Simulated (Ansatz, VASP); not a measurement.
**MoS2: VASP beside Ansatz**

```
CELL_PARAMETERS angstrom
3.21230 0.00000 0.00000
-1.60615 2.78193 0.00000
0.00000 0.00000 12.31350
ATOMIC_POSITIONS crystal
Mo 0.66667 0.33333 0.25014
Mo 0.33333 0.66667 0.74986
S 0.33333 0.66667 0.37960
S 0.66667 0.33333 0.87931
S 0.33333 0.66667 0.12069
S 0.66667 0.33333 0.62040
```

Alike in both runs: task single point; functional PBE; dispersion D3(BJ); k mesh 12 × 12 × 4; occupations gaussian, width 0.05 eV; no spin polarisation.

|  | VASP | Ansatz |
| --- | --- | --- |
| version | VASP 6.6.1 | Ansatz 0.2.0 |
| potentials or method | VASP PAW PBE potentials, release 64 (Mo_sv, S), cutoff 520 eV | scalar-relativistic, plane waves, PAW |
| valence electrons in the cell | 52 | 52 |

Ansatz gave:

| Property | Result |
| --- | --- |
| gap on the k mesh at the Fermi level (eV) | 0.83 |
| least direct gap on the mesh (eV) | 1.57 |
| pressure (GPa) | -7.9 |
| traceless stress, the component that is largest in VASP (GPa) | -0.44 |
| rms of the force components (eV/Å) | 0.390 |

Problem. Which values does VASP return?

Solution. gap on the k mesh at the Fermi level (eV): 0.85; least direct gap on the mesh (eV): 1.57; pressure (GPa): -8.0; traceless stress, the component that is largest in VASP (GPa): -0.47; rms of the force components (eV/Å): 0.395.

Atom by atom the forces differ by 0.004 eV/Å (rms over components).
